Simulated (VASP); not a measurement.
# CoO: relaxation of cell and atoms with PBEsol

CoO:

```
CELL_PARAMETERS angstrom
0.00000 2.13150 2.13150
2.13150 0.00000 2.13150
2.13150 2.13150 0.00000
ATOMIC_POSITIONS crystal
Co 0.00000 0.00000 0.00000
O 0.50000 0.50000 0.50000
```

| Item | Value |
| --- | --- |
| Program | VASP 6.6.1 |
| Task | relaxation of cell and atoms |
| Functional | PBEsol |
| Potentials or basis | VASP PAW PBE potentials, release 64 (Co, O) |
| Cutoff | 600 eV |
| k mesh | 11 × 11 × 11 |
| Occupations | fermi-dirac, width 0.05 eV |
| Spin | collinear spin, ferromagnetic start |
| Starting moments | [2.0, 0.0] μB |
| Target pressure | 10 GPa |
| Dipole correction | no |
| Further INCAR settings | ALGO = Normal; EDIFF = 1e-07; IBRION = 2; EDIFFG = -0.01; NSW = 80; ISIF = 3 |

| Quantity | Value |
| --- | --- |
| Relaxed volume | 8.49 Å³/atom |
| Relaxed cell | a = 2.885 Å, b = 2.885 Å, c = 2.885 Å, α = 60.00°, β = 60.00°, γ = 60.00° |
| Space group after relaxing (to 0.05 Å) | Fm-3m (No. 225) |
| Energy change on relaxing (the enthalpy is what falls) | -10.1 meV/atom |
| Ionic steps | 4 |
| Pressure after relaxing | 10.0 GPa |
| Net moment | 2.31 μB per cell |
| Site moments | Co +2.09; O +0.19 μB |
| Valence electrons inside the program's atomic spheres | Co 8.09; O 5.00 |

Step by step:
| step | energy change (eV) | largest force (eV/Å) | pressure (GPa) | volume (Å³) |
| --- | --- | --- | --- | --- |
| 1 | 0.0000 | 0.0000 | -11.51 | 19.37 |
| 2 | 0.0930 | 0.0000 | 25.66 | 15.95 |
| 3 | -0.0247 | 0.0000 | 8.95 | 17.05 |
| 4 | -0.0203 | 0.0000 | 10.00 | 16.97 |

Final structure:
```
Co O
1.0
     0.00000    2.03977    2.03977
     2.03977    0.00000    2.03977
     2.03977    2.03977    0.00000
Co O
1 1
Direct
  0.00000 0.00000 0.00000
  0.50000 0.50000 0.50000
```

Levels at points of the mesh, in eV from the Fermi level:
Spin up:
| k point | band 6 | band 7 | band 8 | band 9 | band 10 | band 11 | band 12 |
| --- | --- | --- | --- | --- | --- | --- | --- |
| (0.00, 0.00, 0.00) | -3.08 | -3.05 | -3.05 | -3.05 | 1.62 | 16.96 | 19.05 |
Spin down:
```csv
k point,band 3,band 4,band 5,band 6,band 7,band 8,band 9,band 10
"(0.00, 0.00, 0.00)",-3.49,-3.49,-1.46,-1.46,-1.46,-0.45,-0.45,2.05
```

Wall time 2.6 min on 1 thread of Intel Xeon 8259CL, on a shared host, peak memory 0.18 GiB.

Caveat: the cell is relaxed towards a set pressure, so the enthalpy falls and the energy may rise; the PAW data sets were made with another functional, which shifts forces and pressure a little; a cell with one magnetic atom can't hold antiferromagnetic order, which such compounds often take; semilocal functionals often make such compounds metallic where correlation or magnetic order opens a gap, which also shifts bond lengths. With open d or f shells a metallic result of PBEsol can be an artefact of self-interaction; +U or a hybrid may open a gap.
